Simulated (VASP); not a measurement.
# Al2BN3 (P3m1) in VASP: a series of runs, part 2 of 2

VASP 6.6.1. The steps go on from the part before.

### Step 3. Single point, PBE

This run uses another cell than the first one, of 11.64 Å³/atom, 1.273 times its volume.

INCAR

```
PREC = Accurate
ENCUT = 520
EDIFF = 1E-6
ISMEAR = 0
SIGMA = 0.1
LREAL = False
LASPH = True
NELM = 80
ALGO = Normal
ISIF = 2
LWAVE = False
LCHARG = False
GGA = PE
NBANDS = 21
```

KPOINTS

```
Automatic mesh
0
Gamma
  6 6 2
```

POSCAR

```
Al2BN3
1.0
    3.2046086500      0.0000000000      0.0000000000
   -1.6023043300      2.7752725000      0.0000000000
    0.0000000000      0.0000000000      7.8496560200
Al B N
2 1 3
Direct
    0.0000000000      0.0000000000      0.0000000000
    0.3333333300      0.6666666700      0.6666666700
    0.6666666700      0.3333333300      0.3333333300
    0.0000000000      0.0000000000      0.7500000000
    0.3333333300      0.6666666700      0.4166666700
    0.6666666700      0.3333333300      0.0833333300
```

Potentials or basis: VASP PAW PBE potentials, release 64 (Al, B, N).

The run is started by

```bash
$ cat potpaw_PBE.64/Al/POTCAR potpaw_PBE.64/B/POTCAR potpaw_PBE.64/N/POTCAR > POTCAR
$ mpirun -np 1 vasp_std > vasp.out
```

It took 47 s on 1 thread of AMD EPYC 7R13, shared host; peak memory 0.15 GiB.

The run converged. Its results:

| Quantity | Value |
| --- | --- |
| Free energy | -42.8388 eV |
| Pressure | -31.4 GPa |
| Largest force | 1.940 eV/Å |
| Band gap on the k mesh | 2.16 eV, direct |

Forces on the atoms (eV/Å):
```
Al   0.000  0.000  0.994
Al   0.000  0.000  0.039
B    0.000  0.000 -0.800
N    0.000  0.000 -0.143
N    0.000  0.000 -1.940
N    0.000  0.000  1.850
```

Stress tensor (GPa, compression positive):
```
-31.02   0.00   0.00
  0.00 -31.02   0.00
  0.00   0.00 -32.28
```

Levels at points of the mesh, in eV from the valence-band top:
```csv
k point,band 10,band 11,band 12,band 13,band 14,band 15
"(0.00, 0.00, 0.00)",-0.11,0.00,0.00,2.16,4.27,6.22
"(0.50, 0.00, 0.00)",-1.68,-1.33,-0.78,3.24,4.51,6.26
"(0.00, 0.00, 0.50)",-0.50,-0.05,-0.05,2.77,4.41,5.95
"(0.50, 0.00, 0.50)",-1.61,-0.77,-0.61,3.92,4.43,4.80
```

Caveat: forces of over 1 eV/Å act on the atoms, so gaps and moduli don't describe the material at rest.

### Step 4. Single point, PBE

INCAR

```
SYSTEM = Al2BN3
  PREC = Accurate
  ENCUT = 520
  EDIFF = 1E-6
  ISMEAR = 0
  SIGMA = 0.1
  LREAL = .False.
  LASPH = .True.
  NELM = 60
  ALGO = Normal
  ISIF = 2
  LWAVE = .False.
  LCHARG = .False.
  GGA = PE
  NBANDS = 21
```

KPOINTS

```
regular mesh
0
Gamma
  6 6 4
  0 0 0
```

POSCAR

```
Al2BN3
1.0
    2.9590951862      0.0000000000      0.0000000000
   -1.4795475931      2.5626516035      0.0000000000
    0.0000000000      0.0000000000      7.2336463702
Al B N
2 1 3
Direct
    0.0000000000      0.0000000000      0.0136999577
    0.3333333333      0.6666666667      0.6562398898
    0.6666666667      0.3333333333      0.3208230510
    0.0000000000      0.0000000000      0.7545453086
    0.3333333333      0.6666666667      0.3944210214
    0.6666666667      0.3333333333      0.1102707714
```

Potentials or basis: VASP PAW PBE potentials, release 64 (Al, B, N).

The run is started by

```bash
$ cat potpaw_PBE.64/Al/POTCAR potpaw_PBE.64/B/POTCAR potpaw_PBE.64/N/POTCAR > POTCAR
$ mpirun -np 1 vasp_std > vasp.out
```

OUTCAR:

```text
SYSTEM = Al2BN3
   PREC = Accurate
   ENCUT = 520
   EDIFF = 1E-6
   ISMEAR = 0
   LREAL = .False.
   LASPH = .True.
   NELM = 60
   ISIF = 2
   GGA = PE

 ion  position               nearest neighbor table
   1  0.000  0.000  0.014-   6 1.85   6 1.85   6 1.85   4 1.87   2 3.10   2 3.10   2 3.10
   2  0.333  0.667  0.656-   4 1.85   4 1.85   4 1.85   5 1.89   1 3.10   1 3.10   1 3.10
   3  0.667  0.333  0.321-   6 1.52   5 1.79   5 1.79   5 1.79
   4  0.000  0.000  0.755-   2 1.85   2 1.85   2 1.85   1 1.87
   5  0.333  0.667  0.394-   3 1.79   3 1.79   3 1.79   2 1.89
[... 782 lines left out ...]
  -------------------------------------------------------------------------------------
  Total       -0.0596634     -0.0596634     -0.0922947     -0.0000000      0.0000000     -0.0000000
  in kB       -1.7426614     -1.7426614     -2.6957612     -0.0000000      0.0000000     -0.0000000
  external PRESSURE =      -2.0603613 kB  Pullay stress =       0.0000000 kB

 VOLUME and BASIS-vectors are now :
 -----------------------------------------------------------------------------
  energy-cutoff  :      520.00
  volume of cell :       54.85
      direct lattice vectors                 reciprocal lattice vectors
     2.959095186  0.000000000  0.000000000     0.337941140  0.195110408  0.000000000
    -1.479547593  2.562651603  0.000000000     0.000000000  0.390220816  0.000000000
     0.000000000  0.000000000  7.233646370     0.000000000  0.000000000  0.138242865

 POSITION                                       TOTAL-FORCE (eV/Angst)
 -----------------------------------------------------------------------------------
      0.00000      0.00000      0.09910        -0.000000     -0.000000     -0.011436
     -0.00000      1.70843      4.74701         0.000000     -0.000000      0.005295
      1.47955      0.85422      2.32072         0.000000     -0.000000      0.027300
      0.00000      0.00000      5.45811        -0.000000      0.000000     -0.014530
     -0.00000      1.70843      2.85310         0.000000     -0.000000      0.013313
      1.47955      0.85422      0.79766        -0.000000      0.000000     -0.019941
 -----------------------------------------------------------------------------------
    total drift:                               -0.000000     -0.000000     -0.000109

  FREE ENERGIE OF THE ION-ELECTRON SYSTEM (eV)
  ---------------------------------------------------
  free  energy   TOTEN  =       -45.3785188208 eV

  energy  without entropy=      -45.3785188208  energy(sigma->0) =      -45.37851882
```

stdout:

```text
POSCAR found type information on POSCAR AlB N
 POSCAR found :  3 types and       6 ions
 scaLAPACK will be used
 LDA part: xc-table for (Slater+PW92), standard interpolation
 POSCAR, INCAR and KPOINTS ok, starting setup
 FFT: planning ... GRIDC
 FFT: planning ... GRID_SOFT
 FFT: planning ... GRID
 WAVECAR not read
 entering main loop
```

Run time: 60 s. Hardware: 1 thread of AMD EPYC 7R13, shared host; peak memory 0.15 GiB.

What came out:

```yaml
Free_energy: -45.3785 eV
Pressure: -0.2 GPa
Largest_force: 0.027 eV/Å
Band_gap_on_the_k_mesh: 3.10 eV, indirect (least direct gap 4.07 eV)
```

Forces in eV/Å, atoms in the order of the input:
```
Al   0.000  0.000 -0.011
Al   0.000  0.000  0.005
B    0.000  0.000  0.027
N    0.000  0.000 -0.015
N    0.000  0.000  0.013
N    0.000  0.000 -0.020
```

Stress tensor (GPa, compression positive):
```
-0.17  0.00  0.00
 0.00 -0.17  0.00
 0.00  0.00 -0.27
```

### Step 5. Relaxation of cell and atoms, PBE

This run uses another cell than the first one, of 11.64 Å³/atom, 1.273 times its volume.

INCAR

```
PREC     = Accurate       # precision mode
ENCUT    = 600            # plane-wave cutoff, eV
EDIFF    = 1E-7           # SCF threshold, eV
ISMEAR   = 0              # smearing method
SIGMA    = 0.1            # smearing width, eV
LREAL    = False          # projectors in reciprocal space
LASPH    = True           # aspherical terms in the spheres
NELM     = 80             # most SCF steps
ALGO     = Normal         # electronic algorithm
ISIF     = 3              # what is computed and relaxed
LWAVE    = False          # write WAVECAR
LCHARG   = False          # write CHGCAR
GGA      = PE             # functional
IBRION   = 2              # ionic algorithm
NSW      = 90             # ionic steps
EDIFFG   = -0.04          # ionic threshold
```

KPOINTS

```
regular mesh
0
Gamma
  6 6 2
```

POSCAR

```
Al2BN3
1.0
    3.2046086500      0.0000000000      0.0000000000
   -1.6023043300      2.7752725000      0.0000000000
    0.0000000000      0.0000000000      7.8496560200
Al B N
2 1 3
Direct
    0.0000000000      0.0000000000      0.0000000000
    0.3333333300      0.6666666700      0.6666666700
    0.6666666700      0.3333333300      0.3333333300
    0.0000000000      0.0000000000      0.7500000000
    0.3333333300      0.6666666700      0.4166666700
    0.6666666700      0.3333333300      0.0833333300
```

The run is started by

```bash
$ cat potpaw_PBE.64/Al/POTCAR potpaw_PBE.64/B/POTCAR potpaw_PBE.64/N/POTCAR > POTCAR
$ mpirun -np 1 vasp_std > vasp.out
```

It took 6.3 min on 1 thread of AMD EPYC 7R13, shared host; peak memory 0.19 GiB.

Results (log left out):

```yaml
Free_energy: -45.4085 eV
Relaxed_volume: 9.13 Å³/atom
Relaxed_cell: a = 2.958 Å, b = 2.958 Å, c = 7.230 Å, α = 90.00°, β = 90.00°, γ = 120.00°
Space_group_after_relaxing_to_0.05_Å: P3m1 (No. 156)
Energy_gained_by_relaxing: 427.4 meV/atom
Ionic_steps: 12
Pressure_after_relaxing: 0.0 GPa
Largest_force_after_relaxing: 0.005 eV/Å
Band_gap_on_the_k_mesh: 3.10 eV, indirect (least direct gap 4.07 eV)
```

Forces on the atoms (eV/Å):
```
Al   0.000  0.000  0.000
Al   0.000  0.000  0.001
B    0.000  0.000 -0.001
N    0.000  0.000  0.001
N    0.000  0.000 -0.005
N    0.000  0.000  0.004
```

Step by step:
| step | energy change (eV) | largest force (eV/Å) | pressure (GPa) | volume (Å³) |
| --- | --- | --- | --- | --- |
| 1 | 0.0000 | 1.9402 | -31.57 | 69.81 |
| 2 | -1.6870 | 3.1755 | 32.30 | 49.11 |
| 3 | -2.0829 | 3.0369 | 4.20 | 54.21 |
| 4 | -2.4673 | 1.3068 | 7.36 | 53.24 |
| 5 | -2.4875 | 1.2639 | 6.22 | 53.40 |
| 6 | -2.5333 | 0.9073 | -3.57 | 55.73 |
| 7 | -2.5617 | 0.1289 | -0.09 | 54.82 |
| 8 | -2.5617 | 0.1351 | 0.02 | 54.79 |
| 9 | -2.5641 | 0.0667 | -0.21 | 54.83 |
| 10 | -2.5641 | 0.0654 | -0.22 | 54.83 |
| 11 | -2.5642 | 0.0420 | 0.11 | 54.75 |
| 12 | -2.5643 | 0.0055 | -0.02 | 54.78 |

Final structure:
```
Al B N
1.0
     2.95787    0.00000    0.00000
    -1.47894    2.56159    0.00000
     0.00000    0.00000    7.22967
Al B N
2 1 3
Direct
  0.00000 0.00000 0.01359
  0.33333 0.66667 0.65625
  0.66667 0.33333 0.32098
  0.00000 0.00000 0.75442
  0.33333 0.66667 0.39455
  0.66667 0.33333 0.11021
```

Levels at points of the mesh, in eV from the valence-band top:
```csv
k point,band 9,band 10,band 11,band 12,band 13,band 14,band 15,band 16
"(0.00, 0.00, 0.00)",-0.50,-0.38,0.00,0.00,4.28,5.89,7.93,7.97
"(0.50, 0.00, 0.00)",-2.52,-1.62,-1.46,-0.97,3.10,6.23,7.26,8.36
"(0.00, 0.00, 0.50)",-0.46,-0.46,-0.04,-0.04,4.75,6.04,7.53,7.99
"(0.50, 0.00, 0.50)",-3.07,-1.72,-0.98,-0.74,4.42,4.62,6.94,8.80
```

Caveat: the volume moved by over 15 % at a fixed basis, so the end points are rough.

### Step 6. Overview

```tsv
task	cell	k mesh	cutoff (eV)	gap on the mesh (eV)	pressure (GPa)	largest force (eV/Å)
single point	a = 2.959, b = 2.959, c = 7.234 Å, angles 90.0, 90.0, 120.0°, 6 atoms	6 × 6 × 2	520	3.10	-0.2	0.03
single point	a = 3.205, b = 3.205, c = 7.850 Å, angles 90.0, 90.0, 120.0°, 6 atoms	6 × 6 × 2	520	2.16	-31.4	1.94
single point	a = 2.959, b = 2.959, c = 7.234 Å, angles 90.0, 90.0, 120.0°, 6 atoms	6 × 6 × 4	520	3.10	-0.2	0.03
relaxation of cell and atoms	relaxed from a = 3.205, b = 3.205, c = 7.850 Å, angles 90.0, 90.0, 120.0°, 6 atoms	6 × 6 × 2	600	3.10	0.0	0.01
```

Alike in all rows: level PBE; potentials or basis VASP PAW PBE potentials, release 64 (Al, B, N); no spin polarisation; smearing gaussian 0.1 eV.

Caveats: some runs use coarse meshes; forces of over 1 eV/Å act on the atoms, so gaps and moduli don't describe the material at rest (some runs); the volume moved by over 15 % at a fixed basis, so the end points are rough (some runs).

Absolute energies hang on the potentials; compare differences alone.
